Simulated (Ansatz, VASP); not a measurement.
# Two plane-wave programs on SnSe

```
Sn Se
1.0
     0.00000    3.16050    3.01000
     3.16050    0.00000    3.01000
     3.16050    3.16050    0.00000
Sn Se
1 1
Direct
  0.00000 0.00000 0.00000
  0.50000 0.50000 0.50000
```

Change from the starting cell: strain +0.050 along x and y, +0.000 along z, atoms carried along.

Alike in both runs: task single point; functional LDA; k mesh 8 × 8 × 8; occupations gaussian, width 0.05 eV; no spin polarisation.

|  | VASP | Ansatz |
| --- | --- | --- |
| version | VASP 6.6.1 | Ansatz 0.2.0 |
| potentials or method | VASP PAW LDA potentials, release 64 (Sn_d, Se), cutoff 520 eV | scalar-relativistic, plane waves, PAW |
| valence electrons in the cell | 20 | 30 |

|  | VASP | Ansatz | Ansatz less VASP |
| --- | --- | --- | --- |
| gap on the k mesh at the Fermi level (eV) | 0.31 | 0.29 | -0.016 |
| least direct gap on the mesh (eV) | 0.31 | 0.29 | -0.016 |
| pressure (GPa) | -6.6 | -6.6 | -0.04 |
| traceless stress, the component that is largest in VASP (GPa) | 2.40 | 2.37 | -0.032 |

LDA's correlation is that of Perdew and Zunger in VASP and of Perdew and Wang (1992) in Ansatz. VASP's potentials hold 20 valence electrons a cell and Ansatz's 30, so a difference there can come from the potentials and not from the codes.
